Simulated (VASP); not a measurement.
A run of VASP 6.6.1 is set up as follows.

The input INCAR:

```
PREC = Accurate
ENCUT = 520
EDIFF = 1E-6
ISMEAR = -1
SIGMA = 0.1
LREAL = F
LASPH = T
NELM = 100
ALGO = Normal
ISIF = 2
LWAVE = F
LCHARG = F
GGA = PE
NBANDS = 10
```

KPOINTS

```
regular mesh
0
Gamma
  10 10 10
```

The input POSCAR:

```
Rb
1.0
   -2.3650135804      2.3650135804      2.3650135804
    2.3650135804     -2.3650135804      2.3650135804
    2.3650135804      2.3650135804     -2.3650135804
Rb
1
Direct
    0.0000000000      0.0000000000      0.0000000000
```

Potentials or basis: VASP PAW PBE potentials, release 64 (Rb_sv).

Command:

```console
$ cat potpaw_PBE.64/Rb_sv/POTCAR > POTCAR
$ mpirun -np 1 vasp_std > vasp.out
```

(1) Estimate the pressure.

## Answers

(1) 4.0 GPa.
